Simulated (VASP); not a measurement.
# LiAlO (P4/nmm) in VASP: further runs

Runs on LiAlO. Level: PBE. Tasks: single point.

Program: VASP 6.6.1. These are calculated values, not measurements. Logs are shortened: lines on timing, memory, paths and dates and some standing lists are left out, and cuts for length are marked.

## Step 1: The cell of the first run

It takes space group P4/nmm (No. 129, tetragonal). Conventional cell: a = 3.118 Å, b = 3.118 Å, c = 6.922 Å, α = 90.00°, β = 90.00°, γ = 90.00°. Within 2.9 Å of Li (site symmetry -4m2) lie 4 Li at 2.20 Å and 4 Al at 2.81 Å. Al (site symmetry 4mm) has 5 O at 1.87 to 2.24 Å within 2.5 Å. Within 2.5 Å of O (site symmetry 4mm) lie 5 Al at 1.87 to 2.24 Å.

## Step 2: Single point, PBE

INCAR

```
SYSTEM = LiAlO
  PREC = Accurate
  ENCUT = 520
  EDIFF = 1E-7
  ISMEAR = 0
  SIGMA = 0.1
  LREAL = .False.
  LASPH = .True.
  NELM = 80
  ALGO = Normal
  ISIF = 2
  LWAVE = .False.
  LCHARG = .False.
  GGA = PE
  NBANDS = 21
```

KPOINTS

```
Automatic mesh
0
Gamma
  4 4 4
  0 0 0
```

POSCAR

```
LiAlO
1.0
    3.1177477640      0.0000000000      0.0000000000
    0.0000000000      3.1177477640      0.0000000000
    0.0000000000      0.0000000000      6.9220215172
Li Al O
2 2 2
Direct
    0.0000000000      0.0000000000      0.0000000000
    0.5000000000      0.5000000000      0.0000000000
    0.5000000000      0.0000000000      0.6625183954
    0.0000000000      0.5000000000      0.3374816046
    0.5000000000      0.0000000000      0.3926944136
    0.0000000000      0.5000000000      0.6073055864
```

Potentials or basis: VASP PAW PBE potentials, release 64 (Li_sv, Al, O).

Started as:

```
> cat potpaw_PBE.64/Li_sv/POTCAR potpaw_PBE.64/Al/POTCAR potpaw_PBE.64/O/POTCAR > POTCAR
> mpirun -np 1 vasp_std > vasp.out
```

OUTCAR:

```text
SYSTEM = LiAlO
   PREC = Accurate
   ENCUT = 520
   EDIFF = 1E-7
   ISMEAR = 0
   LREAL = .False.
   LASPH = .True.
   NELM = 80
   ISIF = 2
   GGA = PE

 ion  position               nearest neighbor table
   1  0.000  0.000  0.000-   2 2.20   2 2.20   2 2.20   2 2.20   4 2.81   4 2.81   3 2.81   3 2.81

   2  0.500  0.500  0.000-   1 2.20   1 2.20   1 2.20   1 2.20   3 2.81   4 2.81   4 2.81   3 2.81

   3  0.500  0.000  0.663-   5 1.87   6 2.24   6 2.24   6 2.24   6 2.24   1 2.81   1 2.81   2 2.81
                             2 2.81   4 3.15   4 3.15   4 3.15   4 3.15
   4  0.000  0.500  0.337-   6 1.87   5 2.24   5 2.24   5 2.24   5 2.24   1 2.81   2 2.81   2 2.81
                             1 2.81   3 3.15   3 3.15   3 3.15   3 3.15
   5  0.500  0.000  0.393-   3 1.87   4 2.24   4 2.24   4 2.24   4 2.24
   6  0.000  0.500  0.607-   4 1.87   3 2.24   3 2.24   3 2.24   3 2.24

  LATTYP: Found a simple tetragonal cell.
 ALAT       =     3.1177477640
 C/A-ratio  =     2.2201993366

  Lattice vectors:

 A1 = (   3.1177477640,   0.0000000000,   0.0000000000)
 A2 = (   0.0000000000,   3.1177477640,   0.0000000000)
 A3 = (   0.0000000000,   0.0000000000,   6.9220215172)

Analysis of symmetry for initial positions (statically):
=====================================================================
 Subroutine PRICEL returns:
 Original cell was already a primitive cell.

 Routine SETGRP: Setting up the symmetry group for a
 simple tetragonal supercell.

 Subroutine GETGRP returns: Found 16 space group operations
 (whereof  8 operations were pure point group operations)
 out of a pool of 16 trial point group operations.

The static configuration has the point symmetry D_2d.
 The point group associated with its full space group is D_4h.

Analysis of symmetry for dynamics (positions and initial velocities):
=====================================================================
 Subroutine PRICEL returns:
 Original cell was already a primitive cell.

 Routine SETGRP: Setting up the symmetry group for a
 simple tetragonal supercell.

 Subroutine GETGRP returns: Found 16 space group operations
 (whereof  8 operations were pure point group operations)
 out of a pool of 16 trial point group operations.

The dynamic configuration has the point symmetry D_2d.
 The point group associated with its full space group is D_4h.

 Subroutine INISYM returns: Found 16 space group operations
 (whereof  8 operations are pure point group operations),
 and found     1 'primitive' translations

----------------------------------------------------------------------------------------

                                     Primitive cell

  volume of cell :      67.2845

  direct lattice vectors                    reciprocal lattice vectors
     3.117747764  0.000000000  0.000000000     0.320744356  0.000000000  0.000000000
     0.000000000  3.117747764  0.000000000     0.000000000  0.320744356  0.000000000
     0.000000000  0.000000000  6.922021517     0.000000000  0.000000000  0.144466468

  length of vectors
     3.117747764  3.117747764  6.922021517     0.320744356  0.320744356  0.144466468

  position of ions in fractional coordinates (direct lattice)
     0.000000000  0.000000000  0.000000000
     0.500000000  0.500000000  0.000000000
     0.500000000  0.000000000  0.662518395
     0.000000000  0.500000000  0.337481605
     0.500000000  0.000000000  0.392694414
     0.000000000  0.500000000  0.607305586

  ion indices of the primitive-cell ions
   primitive index   ion index
                 1           1
                 2           2
                 3           3
                 4           4
                 5           5
                 6           6

----------------------------------------------------------------------------------------

 KPOINTS: Automatic mesh

Automatic generation of k-mesh.
 Grid dimensions read from file:
 generate k-points for:    4    4    4

 Generating k-lattice:

  Cartesian coordinates                     Fractional coordinates (reciprocal lattice)
     0.080186089  0.000000000  0.000000000     0.250000000  0.000000000  0.000000000
     0.000000000  0.080186089  0.000000000     0.000000000  0.250000000  0.000000000
     0.000000000  0.000000000  0.036116617     0.000000000  0.000000000  0.250000000

  Length of vectors
     0.080186089  0.080186089  0.036116617

  Shift w.r.t. Gamma in fractional coordinates (k-lattice)
     0.000000000  0.000000000  0.000000000

 Subroutine IBZKPT returns following result:
 ===========================================

 Found     18 irreducible k-points:

 Following reciprocal coordinates:
            Coordinates               Weight
  0.000000  0.000000  0.000000      1.000000
  0.250000  0.000000  0.000000      4.000000
  0.500000  0.000000  0.000000      2.000000
  0.250000  0.250000  0.000000      4.000000
  0.500000  0.250000  0.000000      4.000000
  0.500000  0.500000  0.000000      1.000000
[... 10 lines left out ...]
  0.500000  0.250000  0.500000      4.000000
  0.500000  0.500000  0.500000      1.000000
   k-points           NKPTS =     18   k-points in BZ     NKDIM =     18   number of bands    NBANDS=     21
   number of dos      NEDOS =    301   number of ions     NIONS =      6
   total plane-waves  NPLWV =  31104
   dimension x,y,z NGX =    24 NGY =   24 NGZ =   54
   dimension x,y,z NGXF=    48 NGYF=   48 NGZF=  108
   ions per type =               2   2   2
   NGX,Y,Z   is equivalent  to a cutoff of  12.80, 12.80, 12.97 a.u.
   NGXF,Y,Z  is equivalent  to a cutoff of  25.59, 25.59, 25.94 a.u.
 SYSTEM =  LiAlO
   PREC   = accura    normal or accurate (medium, high low for compatibility)
   ISTART =      0    job   : 0-new  1-cont  2-samecut
   ICHARG =      2    charge: 1-file 2-atom 10-const
   ISPIN  =      1    spin polarized calculation?
   LNONCOLLINEAR =      F non collinear calculations
   LSORBIT =      F    spin-orbit coupling
   LASPH  =      T    aspherical Exc in radial PAW
   ENCUT  =  520.0 eV  38.22 Ry    6.18 a.u.   5.80  5.80 12.87*2*pi/ulx,y,z
   NELM   =     80;   NELMIN=  2; NELMDL= -5     # of ELM steps
   EDIFF  = 0.1E-06   stopping-criterion for ELM
   LREAL  =      F    real-space projection
   EDIFFG = 0.1E-05   stopping-criterion for IOM
   NSW    =      0    number of steps for IOM
   IBRION =     -1    ionic relax: 0-MD 1-quasi-New 2-CG
   NFREE  =      0    steps in history (QN), initial steepest desc. (CG)
   ISIF   =      2    stress and relaxation
   ISYM   =      2    0-nonsym 1-usesym 2-fastsym
   POTIM  = 0.5000    time-step for ionic-motion
   TEBEG  =    0.0;   TEEND  =   0.0 temperature during run
   PSTRESS=    0.0 pullay stress
   NELECT =      24.0000    total number of electrons
   NUPDOWN=      -1.0000    fix difference up-down
   EMIN   =  10.00;   EMAX   =-10.00  energy-range for DOS
   EFERMI =   0.00;   METHOD = LEGACY
   ISMEAR =     0;   SIGMA  =   0.10  broadening in eV -4-tet -1-fermi 0-gaus
   EFERMI_NEDOS =   21; number of points for ismear=-14 and -15
   IALGO  =     38    algorithm
   IMIX   =      4    mixing-type and parameters
     AMIX     =   0.40;   BMIX     =  1.00
     AMIX_MAG =   1.60;   BMIX_MAG =  1.00
  volume/ion in A,a.u.               =      11.21        75.68
  Fermi-wavevector in a.u.,A,eV,Ry     =   1.161022  2.194013 18.340259  1.347971
  Thomas-Fermi vector in A             =   2.297598
   LORBIT       =      0    0 simple, 1 ext, 2 COOP (PROOUT), +10 PAW based schemes
   GGA     = PE    functional components
   LHFCALC =     F    Hartree Fock is set to
   AEXX    =    0.0000 exact exchange contribution
   IVDW    =     0    specifies the selected vdW correction
   LEPSILON=     F    determine dielectric tensor
   LRPA    =     F    only Hartree local field effects (RPA)
 non-spin polarized calculation
 Gauss-broadening in eV      SIGMA  =   0.10
  energy-cutoff  :      520.00
  volume of cell :       67.28
 maximum number of plane-waves:      1832
 NGX is ok and might be reduce to    24
   NGX = 11   NGY = 11   NGZ = 25

 number of electron      23.9999993 magnetization

 Free energy of the ion-electron system (eV)
  ---------------------------------------------------
  ext. energy  EPLUGINS =         0.00000000
  ---------------------------------------------------
  free energy    TOTEN  =       -28.22097647 eV

  energy without entropy =      -28.22097647  energy(sigma->0) =      -28.22097647

 E-fermi :   5.9382     XC(G=0): -10.0526

 val. band max:        5.3235863718   @ k =   0.2500   0.2500   0.0000
 cond. band min:       7.3079389043   @ k =   0.5000   0.0000   0.0000
 fundamental gap:      1.9843525325
 Fermi energy:         5.9382021572

 k-point     1 :       0.0000    0.0000    0.0000
  band No.  band energies     occupation
      1     -40.0901      2.00000
      2     -39.7837      2.00000
      3     -14.8855      2.00000
      4     -12.9059      2.00000
      5      -0.9390      2.00000
      6      -0.7079      2.00000
[... 13 lines left out ...]
     20      15.3178      0.00000
     21      15.3178      0.00000

 k-point     2 :       0.2500    0.0000    0.0000
  band No.  band energies     occupation
      1     -40.0430      2.00000
      2     -39.8262      2.00000
      3     -14.4760      2.00000
      4     -13.0046      2.00000
      5      -1.9515      2.00000
      6      -0.5655      2.00000
[... 13 lines left out ...]
     20      15.3538      0.00000
     21      16.8457      0.00000

 k-point     3 :       0.5000    0.0000    0.0000
  band No.  band energies     occupation
      1     -39.9324      2.00000
      2     -39.9324      2.00000
      3     -13.5846      2.00000
      4     -13.5846      2.00000
      5      -2.1351      2.00000
      6      -2.1351      2.00000
[... 13 lines left out ...]
     20      14.2297      0.00000
     21      16.3456      0.00000

 k-point     4 :       0.2500    0.2500    0.0000
  band No.  band energies     occupation
      1     -40.0087      2.00000
      2     -39.8553      2.00000
      3     -14.1260      2.00000
      4     -13.0357      2.00000
      5      -1.4242      2.00000
      6      -1.0031      2.00000
[... 13 lines left out ...]
     20      14.2906      0.00000
     21      14.5624      0.00000

 k-point     5 :       0.5000    0.2500    0.0000
  band No.  band energies     occupation
      1     -39.9294      2.00000
      2     -39.9294      2.00000
      3     -13.4152      2.00000
      4     -13.4152      2.00000
      5      -1.8806      2.00000
      6      -1.8806      2.00000
[... 13 lines left out ...]
     20      14.3204      0.00000
     21      14.8278      0.00000

 k-point     6 :       0.5000    0.5000    0.0000
  band No.  band energies     occupation
      1     -39.9264      2.00000
      2     -39.9264      2.00000
      3     -13.2336      2.00000
      4     -13.2336      2.00000
      5      -2.0937      2.00000
      6      -2.0937      2.00000
[... 13 lines left out ...]
     20      13.5792      0.00000
     21      15.5698      0.00000

 k-point     7 :       0.0000    0.0000    0.2500
  band No.  band energies     occupation
      1     -40.0901      2.00000
      2     -39.7837      2.00000
      3     -14.8857      2.00000
      4     -12.9056      2.00000
      5      -1.0091      2.00000
      6      -0.6386      2.00000
[... 13 lines left out ...]
     20      15.6019      0.00000
     21      15.6019      0.00000
[... 147 lines left out ...]
      1     -40.0430      2.00000
      2     -39.8262      2.00000
      3     -14.4762      2.00000
      4     -13.0044      2.00000
      5      -1.9897      2.00000
      6      -0.5555      2.00000
[... 13 lines left out ...]
     20      15.6736      0.00000
     21      16.1439      0.00000

 k-point    15 :       0.5000    0.0000    0.5000
  band No.  band energies     occupation
      1     -39.9324      2.00000
      2     -39.9324      2.00000
      3     -13.5846      2.00000
      4     -13.5846      2.00000
      5      -2.1527      2.00000
      6      -2.1527      2.00000
[... 13 lines left out ...]
     20      14.0854      0.00000
     21      17.1190      0.00000

 k-point    16 :       0.2500    0.2500    0.5000
  band No.  band energies     occupation
      1     -40.0087      2.00000
      2     -39.8553      2.00000
      3     -14.1261      2.00000
      4     -13.0357      2.00000
      5      -1.4731      2.00000
      6      -1.0044      2.00000
[... 13 lines left out ...]
     20      14.8729      0.00000
     21      15.6111      0.00000

 k-point    17 :       0.5000    0.2500    0.5000
  band No.  band energies     occupation
      1     -39.9294      2.00000
      2     -39.9294      2.00000
      3     -13.4151      2.00000
      4     -13.4151      2.00000
      5      -1.8922      2.00000
      6      -1.8922      2.00000
[... 13 lines left out ...]
     20      14.2077      0.00000
     21      16.2744      0.00000

 k-point    18 :       0.5000    0.5000    0.5000
  band No.  band energies     occupation
      1     -39.9264      2.00000
      2     -39.9264      2.00000
      3     -13.2334      2.00000
      4     -13.2334      2.00000
      5      -2.0975      2.00000
      6      -2.0975      2.00000
[... 13 lines left out ...]
     20      15.2307      0.00000
     21      15.6286      0.00000

------------------------ aborting loop because EDIFF is reached ----------------------------------------

  FORCE on cell =-STRESS in cart. coord.  units (eV):
  Direction    XX          YY          ZZ          XY          YZ          ZX
  --------------------------------------------------------------------------------------
  -------------------------------------------------------------------------------------
  Total       -0.0982879     -0.0982879     -0.0278390      0.0000000      0.0000000      0.0000000
  in kB       -2.3404294     -2.3404294     -0.6629013      0.0000000      0.0000000      0.0000000
  external PRESSURE =      -1.7812534 kB  Pullay stress =       0.0000000 kB

 VOLUME and BASIS-vectors are now :
 -----------------------------------------------------------------------------
  energy-cutoff  :      520.00
  volume of cell :       67.28
      direct lattice vectors                 reciprocal lattice vectors
     3.117747764  0.000000000  0.000000000     0.320744356  0.000000000  0.000000000
     0.000000000  3.117747764  0.000000000     0.000000000  0.320744356  0.000000000
     0.000000000  0.000000000  6.922021517     0.000000000  0.000000000  0.144466468

 POSITION                                       TOTAL-FORCE (eV/Angst)
 -----------------------------------------------------------------------------------
      0.00000      0.00000      0.00000        -0.000000      0.000000      0.000000
      1.55887      1.55887      0.00000        -0.000000      0.000000      0.000000
      1.55887      0.00000      4.58597        -0.000000     -0.000000     -0.002209
      0.00000      1.55887      2.33605         0.000000      0.000000      0.002209
      1.55887      0.00000      2.71824         0.000000      0.000000     -0.010484
      0.00000      1.55887      4.20378        -0.000000      0.000000      0.010484
 -----------------------------------------------------------------------------------
    total drift:                                0.000000     -0.000000     -0.000000

  FREE ENERGIE OF THE ION-ELECTRON SYSTEM (eV)
  ---------------------------------------------------
  free  energy   TOTEN  =       -28.2209764676 eV

  energy  without entropy=      -28.2209764676  energy(sigma->0) =      -28.22097647
```

Run time: 18 s. Hardware: 1 thread of Intel Xeon Platinum 8375C at 2.90GHz (Ice Lake), shared host; peak memory 0.17 GiB.

Results:

| Quantity | Value |
| --- | --- |
| Free energy | -28.2210 eV |
| Largest force | 0.010 eV/Å |
| Band gap on the k mesh | 1.98 eV, indirect (least direct gap 2.42 eV) |

Forces on the atoms (eV/Å):
```
Li   0.000  0.000  0.000
Li   0.000  0.000  0.000
Al   0.000  0.000 -0.002
Al   0.000  0.000  0.002
O    0.000  0.000 -0.010
O    0.000  0.000  0.010
```

Caveat: the k points lie up to 0.50 Å⁻¹ apart; the cutoff is under 1.25 times the usual one of these potentials, so pressure, stress and relaxed cells hold a basis-set (Pulay) error. A k mesh can miss the band edges.

(Part 1 of 2 ends here.)
